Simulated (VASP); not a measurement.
Here is a VASP 6.6.1 calculation.

INCAR

```
  ALGO = Normal
  EDIFF = 1E-8
  ENCUT = 520
  ISIF = 2
  ISMEAR = -1
  LASPH = T
  LCHARG = F
  LEFG = T
  LREAL = F
  LWAVE = F
  NBANDS = 24
  NELM = 100
  PREC = Accurate
  SIGMA = 0.02
```

KPOINTS

```
k-points
0
Gamma
  6 6 6
```

Contents of POSCAR:

```
ScF3
1.0
    4.0652514499      0.0000000000      0.0000000000
    0.0000000000      4.0652514499      0.0000000000
    0.0000000000      0.0000000000      4.0652514499
Sc F
1 3
Direct
    0.0000000000      0.0000000000      0.0000000000
    0.5000000000      0.0000000000      0.0000000000
    0.0000000000      0.5000000000      0.0000000000
    0.0000000000      0.0000000000      0.5000000000
```

Potentials or basis: VASP PAW LDA potentials, release 64 (Sc_sv, F).

Run with:

```sh
$ cat potpaw_LDA.64/Sc_sv/POTCAR potpaw_LDA.64/F/POTCAR > POTCAR
$ mpirun -np 1 vasp_std > vasp.out
```

Q: Predict the band gap on the k mesh.

A: 5.98 eV, indirect (least direct gap 6.51 eV).

Q: Estimate the pressure.

A: -5.8 GPa.

Electric field gradients, principal values (V/Å²):
| atom | least | middle | greatest (by size) |
| --- | --- | --- | --- |
| 1 Sc | 0.000 | 0.000 | 0.000 |
| 2 F | -30.909 | -30.909 | 61.819 |
| 3 F | -30.909 | -30.909 | 61.819 |
| 4 F | -30.909 | -30.909 | 61.819 |

Caveat: without QUAD_EFG the Cq values of the log hold for a quadrupole moment of 1 mb, not for the nuclei. A k mesh can miss the band edges.
